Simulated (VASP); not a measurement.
A run of VASP 6.6.1 is set up as follows.

The input POSCAR:

```
NaH
1.0
    0.0000000000      2.5969210614      2.4647377794
    2.5969210614      0.0000000000      2.4647377794
    2.5969210614      2.5969210614      0.0000000000
Na H
1 1
Direct
    0.0000000000      0.0000000000      0.0000000000
    0.2500000000      0.2500000000      0.2500000000
```

INCAR.step1

```
  PREC = Accurate
  ENCUT = 520
  ISMEAR = 0
  SIGMA = 0.01
  LREAL = False
  LASPH = True
  NELM = 80
  NBANDS = 11
  GGA = PE
  ALGO = Normal
  EDIFF = 1E-4
  LWAVE = True
  LCHARG = False
```

INCAR.step2

```
  PREC = Accurate
  ENCUT = 520
  EDIFF = 1E-6
  ISMEAR = 0
  SIGMA = 0.01
  LREAL = False
  LASPH = True
  NELM = 80
  ALGO = Normal
  ISIF = 2
  LWAVE = False
  LCHARG = False
  METAGGA = R2SCAN
  LMIXTAU = True
  NBANDS = 11
  ISTART = 1
```

File KPOINTS:

```
Automatic mesh
0
Gamma
  8 8 8
```

Potentials or basis: VASP PAW PBE potentials, release 64 (Na_pv, H).

The run is started by

```console
$ cat potpaw_PBE.64/Na_pv/POTCAR potpaw_PBE.64/H/POTCAR > POTCAR
$ cp INCAR.step1 INCAR
$ mpirun -np 1 vasp_std > vasp.out
$ cp INCAR.step2 INCAR
$ mpirun -np 1 vasp_std > vasp.out
```

Problem. What does it give for the pressure?

Solution. 0.9 GPa.

Problem. Predict the band gap on the k mesh.

Solution. 4.03 eV (least direct gap 4.82 eV).

Caveat: the cell differs from its parent crystal (uniaxial z strain -5.1%); the structure was generated, so it needn't be the stable form of NaH; the PAW data sets were made with another functional, which shifts forces and pressure a little. A k mesh can miss the band edges.
